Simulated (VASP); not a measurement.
A run of VASP 6.6.1 is set up as follows.

The input POSCAR:

```
Be3C2
1.0
    3.0182271953      0.0000000000      0.0000000000
   -1.5091135977      2.6138614255      0.0000000000
    0.0000000000      0.0000000000      4.6958712455
Be C
3 2
Direct
    0.0000000000      0.0000000000      0.0000000000
    0.3333333333      0.6666666667      0.6450000000
    0.6666666667      0.3333333333      0.3550000000
    0.3333333333      0.6666666667      0.2450000000
    0.6666666667      0.3333333333      0.7550000000
```

File INCAR.step1:

```
ALGO = Normal
EDIFF = 1E-4
ENCUT = 600
GGA = PE
ISMEAR = 0
LASPH = T
LCHARG = F
LREAL = F
LWAVE = T
NELM = 100
PREC = Accurate
SIGMA = 0.1
```

The input INCAR.step2:

```
ALGO = Normal
EDIFF = 1E-6
EDIFFG = -0.04
ENCUT = 600
IBRION = 2
ISIF = 3
ISMEAR = 0
ISTART = 1
LASPH = T
LCHARG = F
LMIXTAU = T
LREAL = F
LWAVE = F
METAGGA = R2SCAN
NELM = 100
NSW = 90
PREC = Accurate
SIGMA = 0.1
```

File KPOINTS:

```
k-points
0
Gamma
  6 6 4
```

Potentials or basis: VASP PAW PBE potentials, release 64 (Be, C).

Run with:

```console
$ cat potpaw_PBE.64/Be/POTCAR potpaw_PBE.64/C/POTCAR > POTCAR
$ cp INCAR.step1 INCAR
$ mpirun -np 1 vasp_std > vasp.out
$ cp INCAR.step2 INCAR
$ mpirun -np 1 vasp_std > vasp.out
```

Problem. Predict the band gap on the k mesh.

Solution. Zero (bands 7 and 8 overlap by 3.15 eV).

Problem. What does it give for the relaxed cell?

Solution. a = 3.028 Å, b = 3.028 Å, c = 4.505 Å, α = 90.00°, β = 90.00°, γ = 120.00°.

Problem. What does it give for the relaxed volume?

Solution. 7.15 Å³/atom.

Problem. Predict the space group after relaxing (to 0.1 Å).

Solution. P-3m1 (No. 164).

Final structure:
```
Be C
1.0
     3.02773    0.00000    0.00000
    -1.51386    2.62209    0.00000
     0.00000    0.00000    4.50475
Be C
3 2
Direct
  0.00000 0.00000 0.00000
  0.33333 0.66667 0.67262
  0.66667 0.33333 0.32738
  0.33333 0.66667 0.24593
  0.66667 0.33333 0.75407
```

Caveat: the k points lie up to 0.40 Å⁻¹ apart in the final cell, too coarse for converged energies and pressures of a metal; the PAW data sets were made with another functional, which shifts forces and pressure a little.
